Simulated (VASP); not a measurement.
Rb: single point with PBE

The system is Rb.

```
Rb
1.0
     4.85407    0.00000    0.00000
    -1.61802    4.57646    0.00000
    -1.61802   -2.28823    3.96333
Rb
1
Direct
  0.00000 0.00000 0.00000
```

- Program: VASP 6.6.1
- Task: single point
- Functional: PBE
- Potentials or basis: VASP PAW PBE potentials, release 64 (Rb_sv)
- Cutoff: 520 eV
- k mesh: 7 × 7 × 7
- Occupations: gaussian, width 0.02 eV
- Spin: no spin polarisation
- Dipole correction: no
- Further INCAR settings: ALGO = Normal; EDIFF = 1e-07; NBANDS = 10

- Pressure: 0.1 GPa

Levels at points of the mesh, in eV from the Fermi level:
```tsv
k point	band 2	band 3	band 4	band 5	band 6	band 7	band 8	band 9
(0.00, 0.00, 0.00)	-12.88	-12.88	-12.88	-1.97	3.75	3.75	3.75	4.71
```

Wall time 26 s on 1 thread of Intel Xeon 8259CL, on a shared host, peak memory 0.2 GiB.
